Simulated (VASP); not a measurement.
## CaS: vibrations by perturbation theory with PBEsol

The system is CaS.

```
CELL_PARAMETERS angstrom
2.66059 2.66059 0.00000
-2.66059 2.66059 0.00000
0.00000 2.66059 2.66059
ATOMIC_POSITIONS crystal
Ca 0.00000 0.00000 0.00000
S 0.50000 0.50000 0.00000
```

| Quantity | Value |
| --- | --- |
| Program | VASP 6.6.1 |
| Task | vibrations by perturbation theory |
| Functional | PBEsol |
| Potentials or basis | VASP PAW PBE potentials, release 64 (Ca_sv, S) |
| Cutoff | 500 eV |
| k mesh | 8 × 8 × 8 |
| Occupations | gaussian, width 0.01 eV |
| Spin | no spin polarisation |
| Dipole correction | no |
| Further INCAR settings | ALGO = Normal; EDIFF = 1e-08; NBANDS = 15; IBRION = 8; NSW = 1 |

```yaml
Highest_phonon_frequency_at_Γ_LO-TO_splitting_left_out: 319 cm⁻¹
```

Phonon frequencies in cm⁻¹ (negative: imaginary):
```tsv
q point	frequencies
(0.000, 0.000, 0.000)	0 0 0 319 319 319
```

Run time: 4.7 min on 1 thread of Intel(R) Xeon(R) Platinum 8259CL CPU @ 2.50GHz (Skylake/Cascade Lake), with other jobs on the host, peak memory 0.23 GiB.

Caveat: the cell stands under pressure or tension, which shifts response properties.
